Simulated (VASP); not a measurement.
# CsO (Immm) in VASP: electric field gradients with LDA

Aim: the electric field gradients of CsO with LDA.

All numbers are computed with VASP 6.6.1; they aren't measurements. Logs are shortened: lines on timing, memory, paths and dates and some standing lists are left out, and cuts for length are marked.

**1. The cell of the first run**

It takes space group Immm (No. 71, orthorhombic). The conventional cell has a = 4.334 Å, b = 6.437 Å, c = 7.558 Å, α = 90.00°, β = 90.00°, γ = 90.00°. Cs (site symmetry mm2) has 6 O at 2.96 to 3.12 Å and 6 Cs at 3.73 to 3.88 Å within 3.9 Å. O (site symmetry m2m) has 1 O at 1.51 Å within 2.0 Å.

**2. Electric field gradients, LDA**

Input file INCAR:

```
SYSTEM = CsO
PREC = Accurate
ENCUT = 520
EDIFF = 1E-8
ISMEAR = -1
SIGMA = 0.01
LREAL = .False.
LASPH = .True.
NELM = 100
ALGO = Normal
ISIF = 2
LWAVE = .False.
LCHARG = .False.
LEFG = .True.
NBANDS = 23
```

Input file KPOINTS:

```
regular mesh
0
Gamma
  7 7 7
  0 0 0
```

Input file POSCAR:

```
CsO
1.0
   -2.1668547950      3.2186837237      3.7788316351
    2.1668547950     -3.2186837237      3.7788316351
    2.1668547950      3.2186837237     -3.7788316351
Cs O
2 2
Direct
    0.2535603300      0.2535603300      0.0000000000
    0.7464396700      0.7464396700      0.0000000000
    0.6171968000      0.0000000000      0.6171968000
    0.3828032000      0.0000000000      0.3828032000
```

Potentials or basis: VASP PAW LDA potentials, release 64 (Cs_sv, O).

The run is started by

```console
$ cat potpaw_LDA.64/Cs_sv/POTCAR potpaw_LDA.64/O/POTCAR > POTCAR
$ mpirun -np 1 vasp_std > vasp.out
```

OUTCAR:

```text
SYSTEM = CsO
   PREC = Accurate
   ENCUT = 520
   EDIFF = 1E-8
   ISMEAR = -1
   LREAL = .False.
   LASPH = .True.
   NELM = 100
   ISIF = 2

 ion  position               nearest neighbor table
   1  0.254  0.254  0.000-
   2  0.746  0.746  0.000-
   3  0.617  0.000  0.617-   4 1.51
   4  0.383  0.000  0.383-   3 1.51

  LATTYP: Found a body centered orthorhombic cell.
 ALAT       =     4.3337095900
 B/A-ratio  =     1.4854173575
 C/A-ratio  =     1.7439247170

  Lattice vectors:

 A1 = (  -2.1668547950,   3.2186837237,   3.7788316351)
 A2 = (   2.1668547950,  -3.2186837237,   3.7788316351)
 A3 = (   2.1668547950,   3.2186837237,  -3.7788316351)

Analysis of symmetry for initial positions (statically):
=====================================================================
 Subroutine PRICEL returns:
 Original cell was already a primitive cell.

 Routine SETGRP: Setting up the symmetry group for a
 body centered orthorhombic supercell.

 Subroutine GETGRP returns: Found  8 space group operations
 (whereof  8 operations were pure point group operations)
 out of a pool of  8 trial point group operations.

The static configuration has the point symmetry D_2h.

Analysis of symmetry for dynamics (positions and initial velocities):
=====================================================================
 Subroutine PRICEL returns:
 Original cell was already a primitive cell.

 Routine SETGRP: Setting up the symmetry group for a
 body centered orthorhombic supercell.

 Subroutine GETGRP returns: Found  8 space group operations
 (whereof  8 operations were pure point group operations)
 out of a pool of  8 trial point group operations.

The dynamic configuration has the point symmetry D_2h.

 Subroutine INISYM returns: Found  8 space group operations
 (whereof  8 operations are pure point group operations),
 and found     1 'primitive' translations

----------------------------------------------------------------------------------------

                                     Primitive cell

  volume of cell :     105.4206

  direct lattice vectors                    reciprocal lattice vectors
    -2.166854795  3.218683724  3.778831635     0.000000000  0.155343004  0.132316030
     2.166854795 -3.218683724  3.778831635     0.230749195  0.000000000  0.132316030
     2.166854795  3.218683724 -3.778831635     0.230749195  0.155343004  0.000000000

  length of vectors
     5.416156676  5.416156676  5.416156676     0.204056318  0.265993840  0.278166569

  position of ions in fractional coordinates (direct lattice)
     0.253560330  0.253560330  0.000000000
     0.746439670  0.746439670  0.000000000
     0.617196800  0.000000000  0.617196800
     0.382803200  0.000000000  0.382803200

  ion indices of the primitive-cell ions
   primitive index   ion index
                 1           1
                 2           2
                 3           3
                 4           4

----------------------------------------------------------------------------------------

 KPOINTS: regular mesh

Automatic generation of k-mesh.
 Grid dimensions read from file:
 generate k-points for:    7    7    7

 Generating k-lattice:

  Cartesian coordinates                     Fractional coordinates (reciprocal lattice)
     0.000000000  0.022191858  0.018902290     0.142857143 -0.000000000  0.000000000
     0.032964171  0.000000000  0.018902290    -0.000000000  0.142857143  0.000000000
     0.032964171  0.022191858  0.000000000     0.000000000  0.000000000  0.142857143

  Length of vectors
     0.029150903  0.037999120  0.039738081

  Shift w.r.t. Gamma in fractional coordinates (k-lattice)
     0.000000000  0.000000000  0.000000000

 Subroutine IBZKPT returns following result:
 ===========================================

 Found     64 irreducible k-points:

 Following reciprocal coordinates:
            Coordinates               Weight
  0.000000  0.000000  0.000000      1.000000
  0.142857 -0.000000  0.000000      4.000000
  0.285714 -0.000000  0.000000      4.000000
  0.428571 -0.000000  0.000000      4.000000
 -0.000000  0.142857  0.000000      4.000000
  0.142857  0.142857  0.000000      8.000000
[... 16 lines left out ...]
 -0.428571  0.428571 -0.000000      4.000000
 -0.285714  0.428571  0.000000      8.000000
 [... further k-points ...]
   k-points           NKPTS =     64   k-points in BZ     NKDIM =     64   number of bands    NBANDS=     23
   number of dos      NEDOS =    301   number of ions     NIONS =      4
   total plane-waves  NPLWV =  64000
   dimension x,y,z NGX =    40 NGY =   40 NGZ =   40
   dimension x,y,z NGXF=    80 NGYF=   80 NGZF=   80
   ions per type =               2   2
   NGX,Y,Z   is equivalent  to a cutoff of  12.28, 12.28, 12.28 a.u.
   NGXF,Y,Z  is equivalent  to a cutoff of  24.56, 24.56, 24.56 a.u.
 SYSTEM =  CsO
   PREC   = accura    normal or accurate (medium, high low for compatibility)
   ISTART =      0    job   : 0-new  1-cont  2-samecut
   ICHARG =      2    charge: 1-file 2-atom 10-const
   ISPIN  =      1    spin polarized calculation?
   LNONCOLLINEAR =      F non collinear calculations
   LSORBIT =      F    spin-orbit coupling
   LASPH  =      T    aspherical Exc in radial PAW
   ENCUT  =  520.0 eV  38.22 Ry    6.18 a.u.  10.07 10.07 10.07*2*pi/ulx,y,z
   NELM   =    100;   NELMIN=  2; NELMDL= -5     # of ELM steps
   EDIFF  = 0.1E-07   stopping-criterion for ELM
   LREAL  =      F    real-space projection
   EDIFFG = 0.1E-06   stopping-criterion for IOM
   NSW    =      0    number of steps for IOM
   IBRION =     -1    ionic relax: 0-MD 1-quasi-New 2-CG
   NFREE  =      0    steps in history (QN), initial steepest desc. (CG)
   ISIF   =      2    stress and relaxation
   ISYM   =      2    0-nonsym 1-usesym 2-fastsym
   POTIM  = 0.5000    time-step for ionic-motion
   TEBEG  =    0.0;   TEEND  =   0.0 temperature during run
   PSTRESS=    0.0 pullay stress
   NELECT =      30.0000    total number of electrons
   NUPDOWN=      -1.0000    fix difference up-down
   EMIN   =  10.00;   EMAX   =-10.00  energy-range for DOS
   EFERMI =   0.00;   METHOD = LEGACY
   ISMEAR =    -1;   SIGMA  =   0.01  broadening in eV -4-tet -1-fermi 0-gaus
   EFERMI_NEDOS =   21; number of points for ismear=-14 and -15
   IALGO  =     38    algorithm
   IMIX   =      4    mixing-type and parameters
     AMIX     =   0.40;   BMIX     =  1.00
     AMIX_MAG =   1.60;   BMIX_MAG =  1.00
  volume/ion in A,a.u.               =      26.36       177.85
  Fermi-wavevector in a.u.,A,eV,Ry     =   1.076812  2.034880 15.776294  1.159525
  Thomas-Fermi vector in A             =   2.212707
   LORBIT       =      0    0 simple, 1 ext, 2 COOP (PROOUT), +10 PAW based schemes
   GGA     = CA    functional components
   LHFCALC =     F    Hartree Fock is set to
   AEXX    =    0.0000 exact exchange contribution
   IVDW    =     0    specifies the selected vdW correction
   LEPSILON=     F    determine dielectric tensor
   LRPA    =     F    only Hartree local field effects (RPA)
 non-spin polarized calculation
  energy-cutoff  :      520.00
  volume of cell :      105.42
 maximum number of plane-waves:      2856
   NGX = 21   NGY = 21   NGZ = 21

 number of electron      30.0000007 magnetization

 Free energy of the ion-electron system (eV)
  ---------------------------------------------------
  ext. energy  EPLUGINS =         0.00000000
  ---------------------------------------------------
  free energy    TOTEN  =       -17.88635402 eV

  energy without entropy =      -17.88635402  energy(sigma->0) =      -17.88635402

 E-fermi :   2.3852     XC(G=0):  -8.8643

 val. band max:        2.1863616228   @ k =   0.0000   0.0000   0.0000
 cond. band min:       3.7390036639   @ k =   0.1429  -0.1429   0.1429
 fundamental gap:      1.5526420411
 Fermi energy:         2.3851672012

 k-point     1 :       0.0000    0.0000    0.0000
  band No.  band energies     occupation
      1     -19.9244      2.00000
      2     -19.2920      2.00000
      3     -17.7182      2.00000
      4     -11.8999      2.00000
      5      -7.1753      2.00000
      6      -6.9570      2.00000
[... 613 lines left out ...]
     22       8.6241      0.00000
     23       9.3816      0.00000

 [... further k-points ...]

------------------------ aborting loop because EDIFF is reached ----------------------------------------

  FORCE on cell =-STRESS in cart. coord.  units (eV):
  Direction    XX          YY          ZZ          XY          YZ          ZX
  --------------------------------------------------------------------------------------
  -------------------------------------------------------------------------------------
  Total       -1.7225495     -2.3682248     -2.0289281      0.0000000      0.0000000      0.0000000
  in kB      -26.1792170    -35.9921554    -30.8355424      0.0000000      0.0000000      0.0000000
  external PRESSURE =     -31.0023049 kB  Pullay stress =       0.0000000 kB

 VOLUME and BASIS-vectors are now :
 -----------------------------------------------------------------------------
  energy-cutoff  :      520.00
  volume of cell :      105.42
      direct lattice vectors                 reciprocal lattice vectors
    -2.166854795  3.218683724  3.778831635     0.000000000  0.155343004  0.132316030
     2.166854795 -3.218683724  3.778831635     0.230749195  0.000000000  0.132316030
     2.166854795  3.218683724 -3.778831635     0.230749195  0.155343004  0.000000000

 POSITION                                       TOTAL-FORCE (eV/Angst)
 -----------------------------------------------------------------------------------
      0.00000      0.00000      1.91632         0.000000     -0.000000      0.152510
      0.00000      0.00000      5.64134         0.000000      0.000000     -0.152510
      0.00000      3.97312      0.00000        -0.000000     -0.532945     -0.000000
      0.00000      2.46424      0.00000        -0.000000      0.532945     -0.000000
 -----------------------------------------------------------------------------------
    total drift:                               -0.000000      0.000000      0.000000

  FREE ENERGIE OF THE ION-ELECTRON SYSTEM (eV)
  ---------------------------------------------------
  free  energy   TOTEN  =       -17.8863540160 eV

  energy  without entropy=      -17.8863540160  energy(sigma->0) =      -17.88635402

 Electric field gradients (V/A^2)
---------------------------------------------------------------------
 ion       V_xx      V_yy      V_zz      V_xy      V_xz      V_yz
---------------------------------------------------------------------
   1      -0.547    -7.468     8.015     0.000     0.000     0.000
   2      -0.547    -7.468     8.015     0.000     0.000     0.000
   3    -135.983   285.830  -149.847    -0.000    -0.001    -0.001
   4    -135.983   285.830  -149.847    -0.000    -0.001    -0.001
---------------------------------------------------------------------

 Electric field gradients after diagonalization (V/A^2)
 (convention: |V_zz| > |V_xx| > |V_yy|)
----------------------------------------------------------------------
 ion       V_xx      V_yy      V_zz     asymmetry (V_yy - V_xx)/ V_zz
----------------------------------------------------------------------
   1      -7.468    -0.547     8.015       0.864
   2      -7.468    -0.547     8.015       0.864
   3    -149.847  -135.983   285.830       0.049
   4    -149.847  -135.983   285.830       0.049
----------------------------------------------------------------------

           NMR quadrupolar parameters

 Cq : quadrupolar parameter    Cq=e*Q*V_zz/h
 eta: asymmetry parameters     (V_yy - V_xx)/ V_zz
 Q  : nuclear electric quadrupole moment in mb (millibarn)
----------------------------------------------------------------------
 ion       Cq(MHz)       eta       Q (mb)
----------------------------------------------------------------------
   1       0.019       0.864       1.000
   2       0.019       0.864       1.000
   3       0.691       0.049       1.000
   4       0.691       0.049       1.000
----------------------------------------------------------------------
```

Run time: 4.2 min. Hardware: 1 thread of AMD EPYC 7R43 (Zen 3), shared host; peak memory 0.24 GiB.

Results:

| Property | Result |
| --- | --- |
| Free energy | -17.8864 eV |
| Pressure | -3.1 GPa |
| Largest force | 0.533 eV/Å |
| Band gap on the k mesh | 1.55 eV (least direct gap 1.64 eV) |
| Largest electric field gradient by atom | Cs +8.0; O +285.8 V/Å² |

Forces in eV/Å, atoms in the order of the input:
```
Cs   0.000  0.000  0.153
Cs   0.000  0.000 -0.153
O    0.000 -0.533  0.000
O    0.000  0.533  0.000
```

Electric field gradients, principal values (V/Å²):
```
atom     least    middle  greatest (by size)
1 Cs    -0.547    -7.468               8.015
2 Cs    -0.547    -7.468               8.015
 3 O  -135.983  -149.847             285.830
 4 O  -135.983  -149.847             285.830
```

Caveat: the cell stands under tension; without QUAD_EFG the Cq values of the log hold for a quadrupole moment of 1 mb, not for the nuclei; spin-orbit coupling is left out, which moves the levels of the heavy elements; an odd mesh through Γ misses points on the zone boundary, where band edges can lie.
